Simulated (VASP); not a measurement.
# La (Fm-3m) in VASP: a series of runs

The runs below take La through single point, with PBE.

Program: VASP 6.6.1. These are calculated values, not measurements. Logs are shortened: lines on timing, memory, paths and dates and some standing lists are left out, and cuts for length are marked.

### 1 The cell of the first run

It takes space group Fm-3m (No. 225, cubic). The conventional cell has a = 5.510 Å, b = 5.510 Å, c = 5.510 Å, α = 90.00°, β = 90.00°, γ = 90.00°. Within 5.1 Å of La (site symmetry m-3m) lie 12 La at 3.90 Å.

This isn't the form of La at room conditions, which is double hcp.

### 2 Single point, PBE, collinear spin (41.82 Å³/atom)

Contents of INCAR:

```
ALGO     = Normal         # electronic algorithm
EDIFF    = 1E-6           # SCF threshold, eV
ENCUT    = 520            # plane-wave cutoff, eV
GGA      = PE             # functional
ISIF     = 2              # what is computed and relaxed
ISMEAR   = -1             # smearing method
ISPIN    = 2              # spin polarisation
LASPH    = T              # aspherical terms in the spheres
LCHARG   = F              # write CHGCAR
LMAXMIX  = 6              # l up to which the mixer works
LORBIT   = 11             # projections on sites
LREAL    = F              # projectors in reciprocal space
LWAVE    = F              # write WAVECAR
MAGMOM   = 1              # initial moments
NBANDS   = 16             # bands
NELM     = 150            # most SCF steps
PREC     = Accurate       # precision mode
SIGMA    = 0.05           # smearing width, eV
```

Contents of KPOINTS:

```
k-points
0
Gamma
  17 17 17
```

Contents of POSCAR:

```
La
1.0
    0.0000000000      2.7550380938      2.7550380938
    2.7550380938      0.0000000000      2.7550380938
    2.7550380938      2.7550380938      0.0000000000
La
1
Direct
    0.0000000000      0.0000000000      0.0000000000
```

Potentials or basis: VASP PAW PBE potentials, release 64 (La).

Started as:

```
$ cat potpaw_PBE.64/La/POTCAR > POTCAR
$ mpirun -np 1 vasp_std > vasp.out
```

OUTCAR:

```text
EDIFF = 1E-6
   ENCUT = 520
   GGA = PE
   ISIF = 2
   ISMEAR = -1
   ISPIN = 2
   LASPH = T
   LORBIT = 11
   LREAL = F
   NELM = 150
   PREC = Accurate

 ion  position               nearest neighbor table
   1  0.000  0.000  0.000-

  LATTYP: Found a face centered cubic cell.
 ALAT       =     5.5100761876

  Lattice vectors:

 A1 = (   0.0000000000,   2.7550380938,   2.7550380938)
 A2 = (   2.7550380938,   0.0000000000,   2.7550380938)
 A3 = (   2.7550380938,   2.7550380938,   0.0000000000)

Analysis of symmetry for initial positions (statically):
=====================================================================
 Subroutine PRICEL returns:
 Original cell was already a primitive cell.

 Routine SETGRP: Setting up the symmetry group for a
 face centered cubic supercell.

 Subroutine GETGRP returns: Found 48 space group operations
 (whereof 48 operations were pure point group operations)
 out of a pool of 48 trial point group operations.

The static configuration has the point symmetry O_h .

Analysis of symmetry for dynamics (positions and initial velocities):
=====================================================================
 Subroutine PRICEL returns:
 Original cell was already a primitive cell.

 Routine SETGRP: Setting up the symmetry group for a
 face centered cubic supercell.

 Subroutine GETGRP returns: Found 48 space group operations
 (whereof 48 operations were pure point group operations)
 out of a pool of 48 trial point group operations.

The dynamic configuration has the point symmetry O_h .

Analysis of structural, dynamic, and magnetic symmetry:
=====================================================================
 Subroutine PRICEL returns:
 Original cell was already a primitive cell.

 Routine SETGRP: Setting up the symmetry group for a
 face centered cubic supercell.

 Subroutine GETGRP returns: Found 48 space group operations
 (whereof 48 operations were pure point group operations)
 out of a pool of 48 trial point group operations.

The overall configuration has the point symmetry O_h .

 Subroutine INISYM returns: Found 48 space group operations
 (whereof 48 operations are pure point group operations),
 and found     1 'primitive' translations

----------------------------------------------------------------------------------------

                                     Primitive cell

  volume of cell :      41.8228

  direct lattice vectors                    reciprocal lattice vectors
     0.000000000  2.755038094  2.755038094    -0.181485694  0.181485694  0.181485694
     2.755038094  0.000000000  2.755038094     0.181485694 -0.181485694  0.181485694
     2.755038094  2.755038094  0.000000000     0.181485694  0.181485694 -0.181485694

  length of vectors
     3.896212237  3.896212237  3.896212237     0.314342443  0.314342443  0.314342443

  position of ions in fractional coordinates (direct lattice)
     0.000000000  0.000000000  0.000000000

  ion indices of the primitive-cell ions
   primitive index   ion index
                 1           1

----------------------------------------------------------------------------------------

 KPOINTS: k-points

Automatic generation of k-mesh.
 Grid dimensions read from file:
 generate k-points for:   17   17   17

 Generating k-lattice:

  Cartesian coordinates                     Fractional coordinates (reciprocal lattice)
    -0.010675629  0.010675629  0.010675629     0.058823529  0.000000000  0.000000000
     0.010675629 -0.010675629  0.010675629     0.000000000  0.058823529  0.000000000
     0.010675629  0.010675629 -0.010675629     0.000000000  0.000000000  0.058823529

  Length of vectors
     0.018490732  0.018490732  0.018490732

  Shift w.r.t. Gamma in fractional coordinates (k-lattice)
     0.000000000  0.000000000  0.000000000

 Subroutine IBZKPT returns following result:
 ===========================================

 Found    165 irreducible k-points:

 Following reciprocal coordinates:
            Coordinates               Weight
  0.000000  0.000000  0.000000      1.000000
  0.058824  0.000000  0.000000      8.000000
  0.117647  0.000000  0.000000      8.000000
  0.176471  0.000000  0.000000      8.000000
  0.235294  0.000000  0.000000      8.000000
  0.294118  0.000000  0.000000      8.000000
[... 16 lines left out ...]
 -0.176471  0.058824  0.000000     24.000000
 -0.117647  0.058824  0.000000     24.000000
 [... further k-points ...]
   k-points           NKPTS =    165   k-points in BZ     NKDIM =    165   number of bands    NBANDS=     16
   number of dos      NEDOS =    301   number of ions     NIONS =      1
   total plane-waves  NPLWV =  27000
   dimension x,y,z NGX =    30 NGY =   30 NGZ =   30
   dimension x,y,z NGXF=    60 NGYF=   60 NGZF=   60
   ions per type =               1
   NGX,Y,Z   is equivalent  to a cutoff of  12.80, 12.80, 12.80 a.u.
   NGXF,Y,Z  is equivalent  to a cutoff of  25.60, 25.60, 25.60 a.u.
 SYSTEM =  unknown system
   PREC   = accura    normal or accurate (medium, high low for compatibility)
   ISTART =      0    job   : 0-new  1-cont  2-samecut
   ICHARG =      2    charge: 1-file 2-atom 10-const
   ISPIN  =      2    spin polarized calculation?
   LNONCOLLINEAR =      F non collinear calculations
   LSORBIT =      F    spin-orbit coupling
   LASPH  =      T    aspherical Exc in radial PAW
   ENCUT  =  520.0 eV  38.22 Ry    6.18 a.u.   7.24  7.24  7.24*2*pi/ulx,y,z
   NELM   =    150;   NELMIN=  2; NELMDL= -5     # of ELM steps
   EDIFF  = 0.1E-05   stopping-criterion for ELM
   LREAL  =      F    real-space projection
   EDIFFG = 0.1E-04   stopping-criterion for IOM
   NSW    =      0    number of steps for IOM
   IBRION =     -1    ionic relax: 0-MD 1-quasi-New 2-CG
   NFREE  =      0    steps in history (QN), initial steepest desc. (CG)
   ISIF   =      2    stress and relaxation
   ISYM   =      2    0-nonsym 1-usesym 2-fastsym
   POTIM  = 0.5000    time-step for ionic-motion
   TEBEG  =    0.0;   TEEND  =   0.0 temperature during run
   PSTRESS=    0.0 pullay stress
   NELECT =      11.0000    total number of electrons
   NUPDOWN=      -1.0000    fix difference up-down
   EMIN   =  10.00;   EMAX   =-10.00  energy-range for DOS
   EFERMI =   0.00;   METHOD = LEGACY
   ISMEAR =    -1;   SIGMA  =   0.05  broadening in eV -4-tet -1-fermi 0-gaus
   EFERMI_NEDOS =   21; number of points for ismear=-14 and -15
   IALGO  =     38    algorithm
   IMIX   =      4    mixing-type and parameters
     AMIX     =   0.40;   BMIX     =  1.00
     AMIX_MAG =   1.60;   BMIX_MAG =  1.00
  volume/ion in A,a.u.               =      41.82       282.23
  Fermi-wavevector in a.u.,A,eV,Ry     =   1.048902  1.982137 14.969058  1.100195
  Thomas-Fermi vector in A             =   2.183842
   LORBIT       =     11    0 simple, 1 ext, 2 COOP (PROOUT), +10 PAW based schemes
   GGA     = PE    functional components
   LHFCALC =     F    Hartree Fock is set to
   AEXX    =    0.0000 exact exchange contribution
   IVDW    =     0    specifies the selected vdW correction
   LEPSILON=     F    determine dielectric tensor
   LRPA    =     F    only Hartree local field effects (RPA)
 spin polarized calculation
  energy-cutoff  :      520.00
  volume of cell :       41.82
 maximum number of plane-waves:      1143
 NGX is ok and might be reduce to    30
   NGX = 15   NGY = 15   NGZ = 15

 number of electron      11.0000001 magnetization       0.0011723

 number of electron      11.0000001 magnetization      -0.0010065

 Free energy of the ion-electron system (eV)
  ---------------------------------------------------
  ext. energy  EPLUGINS =         0.00000000
  ---------------------------------------------------
  free energy    TOTEN  =        -4.84656318 eV

  energy without entropy =       -4.82803911  energy(sigma->0) =       -4.83730115

 E-fermi :   6.7709     XC(G=0):  -9.0913

 val. band max:        6.7686034179   @ k =   0.2353   0.1765   0.0000
 cond. band min:       6.7869391367   @ k =  -0.4706   0.2353   0.0588
 fundamental gap:      0.0183357188
 Fermi energy:         6.7708899706

 spin component 1

 k-point     1 :       0.0000    0.0000    0.0000
  band No.  band energies     occupation
      1     -26.2727      1.00000
      2      -9.4538      1.00000
      3      -9.4538      1.00000
      4      -9.4538      1.00000
      5       3.5649      1.00000
      6       7.9639      0.00000
[... 8 lines left out ...]
     15       8.7995      0.00000
     16      10.2730      0.00000

 k-point     2 :       0.0588    0.0000    0.0000
  band No.  band energies     occupation
      1     -26.2687      1.00000
      2      -9.4900      1.00000
      3      -9.4582      1.00000
      4      -9.4582      1.00000
      5       3.6542      1.00000
      6       7.7846      0.00000
[... 8 lines left out ...]
     15       8.8245      0.00000
     16      10.2473      0.00000

 k-point     3 :       0.1176    0.0000    0.0000
  band No.  band energies     occupation
      1     -26.2573      1.00000
      2      -9.5919      1.00000
      3      -9.4706      1.00000
      4      -9.4706      1.00000
      5       3.9077      1.00000
      6       7.5247      0.00000
[... 8 lines left out ...]
     15       8.8878      0.00000
     16      10.2030      0.00000
[... 362 lines left out ...]
 k-point    23 :      -0.1765    0.0588    0.0000
  band No.  band energies     occupation
      1     -26.2302      1.00000
      2      -9.8070      1.00000
      3      -9.5300      1.00000
      4      -9.4863      1.00000
      5       4.4886      1.00000
      6       7.2022      0.00018
[... 8 lines left out ...]
     15       9.0631      0.00000
     16       9.9967      0.00000

 k-point    24 :      -0.1176    0.0588    0.0000
  band No.  band energies     occupation
      1     -26.2488      1.00000
      2      -9.6526      1.00000
      3      -9.5035      1.00000
      4      -9.4691      1.00000
      5       4.0950      1.00000
      6       7.3810      0.00001
[... 8 lines left out ...]
     15       8.9957      0.00000
     16       9.9925      0.00000

 [... further k-points ...]

 spin component 2

 k-point     1 :       0.0000    0.0000    0.0000
  band No.  band energies     occupation
      1     -26.2730      1.00000
      2      -9.4542      1.00000
      3      -9.4542      1.00000
      4      -9.4542      1.00000
      5       3.5641      1.00000
      6       7.9634      0.00000
[... 8 lines left out ...]
     15       8.7990      0.00000
     16      10.2726      0.00000

 k-point     2 :       0.0588    0.0000    0.0000
  band No.  band energies     occupation
      1     -26.2690      1.00000
      2      -9.4903      1.00000
      3      -9.4585      1.00000
      4      -9.4585      1.00000
      5       3.6534      1.00000
      6       7.7841      0.00000
[... 8 lines left out ...]
     15       8.8240      0.00000
     16      10.2469      0.00000

 k-point     3 :       0.1176    0.0000    0.0000
  band No.  band energies     occupation
      1     -26.2576      1.00000
      2      -9.5922      1.00000
      3      -9.4709      1.00000
      4      -9.4709      1.00000
      5       3.9069      1.00000
      6       7.5242      0.00000
[... 8 lines left out ...]
     15       8.8874      0.00000
     16      10.2026      0.00000
[... 362 lines left out ...]
 k-point    23 :      -0.1765    0.0588    0.0000
  band No.  band energies     occupation
      1     -26.2304      1.00000
      2      -9.8073      1.00000
      3      -9.5304      1.00000
      4      -9.4866      1.00000
      5       4.4878      1.00000
      6       7.2017      0.00018
[... 8 lines left out ...]
     15       9.0627      0.00000
     16       9.9963      0.00000

 k-point    24 :      -0.1176    0.0588    0.0000
  band No.  band energies     occupation
      1     -26.2491      1.00000
      2      -9.6529      1.00000
      3      -9.5039      1.00000
      4      -9.4695      1.00000
      5       4.0942      1.00000
      6       7.3805      0.00001
[... 8 lines left out ...]
     15       8.9953      0.00000
     16       9.9920      0.00000

 [... further k-points ...]
[... 5 lines left out ...]
  --------------------------------------------------------------------------------------
  -------------------------------------------------------------------------------------
  Total       -0.6753014     -0.6753014     -0.6753014     -0.0000000     -0.0000000      0.0000000
  in kB      -25.8699377    -25.8699377    -25.8699377     -0.0000000     -0.0000000      0.0000000
  external PRESSURE =     -25.8699377 kB  Pullay stress =       0.0000000 kB

 VOLUME and BASIS-vectors are now :
 -----------------------------------------------------------------------------
  energy-cutoff  :      520.00
  volume of cell :       41.82
      direct lattice vectors                 reciprocal lattice vectors
     0.000000000  2.755038094  2.755038094    -0.181485694  0.181485694  0.181485694
     2.755038094  0.000000000  2.755038094     0.181485694 -0.181485694  0.181485694
     2.755038094  2.755038094  0.000000000     0.181485694  0.181485694 -0.181485694

 POSITION                                       TOTAL-FORCE (eV/Angst)
 -----------------------------------------------------------------------------------
      0.00000      0.00000      0.00000         0.000000      0.000000      0.000000
 -----------------------------------------------------------------------------------
    total drift:                               -0.000000     -0.000000     -0.000000

  FREE ENERGIE OF THE ION-ELECTRON SYSTEM (eV)
  ---------------------------------------------------
  free  energy   TOTEN  =        -4.8465631842 eV

  energy  without entropy=       -4.8280391120  energy(sigma->0) =       -4.83730115

 total charge

# of ion       s       p       d       f       tot
--------------------------------------------------
    1        2.061   5.573   0.806   0.069   8.508

 magnetization (x)

# of ion       s       p       d       f       tot
--------------------------------------------------
    1        0.000  -0.000  -0.000  -0.000  -0.000
```

Run time: 3 min. Hardware: 1 thread of Intel Xeon Platinum 8488C (Sapphire Rapids), shared host; peak memory 0.33 GiB.

What came out:

| Item | Value |
| --- | --- |
| Free energy | -4.8466 eV |
| Pressure | -2.6 GPa |
| Net moment | 0.00 μB per cell |
| Valence electrons inside the program's atomic spheres | La 8.51 |

Caveat: spin-orbit coupling is left out, which moves the levels of the heavy elements.

### 3 Single point, PBE, collinear spin

This run uses another cell than the first one, of 37.34 Å³/atom.

Contents of INCAR:

```
SYSTEM = La
PREC = Accurate
ENCUT = 520
EDIFF = 1E-6
ISMEAR = -1
SIGMA = 0.05
LREAL = .False.
LASPH = .True.
NELM = 150
ALGO = Normal
ISIF = 2
LWAVE = .False.
LCHARG = .True.
ISPIN = 2
MAGMOM = 1
LORBIT = 11
LMAXMIX = 6
GGA = PE
LELF = .True.
LVHAR = .True.
NBANDS = 16
```

Contents of KPOINTS:

```
regular mesh
0
Gamma
  10 10 10
  0 0 0
```

Contents of POSCAR:

```
La
1.0
    0.0000000000      2.6529044037      2.6529044037
    2.6529044037      0.0000000000      2.6529044037
    2.6529044037      2.6529044037      0.0000000000
La
1
Direct
    0.0000000000      0.0000000000      0.0000000000
```

Potentials or basis: VASP PAW PBE potentials, release 64 (La).

Started as:

```
$ cat potpaw_PBE.64/La/POTCAR > POTCAR
$ mpirun -np 1 vasp_std > vasp.out
```

It took 28 s on 1 thread of Intel Xeon 6975P-C (Granite Rapids), shared host; peak memory 0.2 GiB.

Results (log left out):

```
Free energy                                           : -4.8838 eV
Pressure                                              : 0.0 GPa
Net moment                                            : 0.00 μB per cell
Valence electrons inside the program's atomic spheres : La 8.59
```

Levels at points of the mesh, in eV from the Fermi level:
Spin up:
```tsv
k point	band 2	band 3	band 4	band 5	band 6	band 7	band 8	band 9
(0.00, 0.00, 0.00)	-15.88	-15.88	-15.88	-3.18	1.30	1.49	1.49	1.49
(0.50, 0.00, 0.00)	-17.24	-16.05	-16.05	-1.70	1.28	1.28	1.32	1.82
(0.50, 0.50, 0.00)	-17.14	-16.36	-16.36	-1.96	-1.37	1.88	1.88	1.88
```
Spin down:
```tsv
k point	band 3	band 4	band 5	band 6	band 7	band 8
(0.00, 0.00, 0.00)	-15.88	-15.88	-3.18	1.30	1.49	1.49
(0.50, 0.00, 0.00)	-16.05	-16.05	-1.70	1.28	1.28	1.32
(0.50, 0.50, 0.00)	-16.36	-16.36	-1.96	-1.37	1.88	1.88
```

Caveat: spin-orbit coupling is left out, which moves the levels of the heavy elements.
